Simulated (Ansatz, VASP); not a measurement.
## Two plane-wave programs on Co2S

```
Co S
1.0
     3.92777    0.00000    0.00000
    -1.96388    3.40155    0.00000
     0.00000    0.00000    2.91806
Co S
2 1
Direct
  0.33333 0.66667 0.50000
  0.66667 0.33333 0.50000
  0.00000 0.00000 0.00000
```

Alike in both runs: functional PBE; k mesh 6 × 6 × 6; occupations gaussian, width 0.1 eV; collinear spin.

Ansatz relaxed the structure, and its values are those at the end. VASP's run is a single point on that final structure, the one shown.

|  | VASP | Ansatz |
| --- | --- | --- |
| version | VASP 6.6.1 | Ansatz 0.2.0 |
| potentials or method | VASP PAW PBE potentials, release 64 (Co_sv, S), cutoff 600 eV | scalar-relativistic, plane waves, PAW |
| valence electrons in the cell | 40 | 40 |

```tsv
	VASP	Ansatz	Ansatz less VASP
gap on the k mesh at the Fermi level (eV)	none	none	-
pressure (GPa)	-2.1	-0.1	+2.06
net moment per atom (μB)	1.26	1.26	0.000
size of the moment on the site where the two differ most (μB)	1.81	1.82	+0.008
```

Site moments also hang on the region over which each program counts them. A gap of «none» marks a metal or a gap that the smearing closes. With one functional, cell and mesh, what is left measures potentials, basis and numerics.
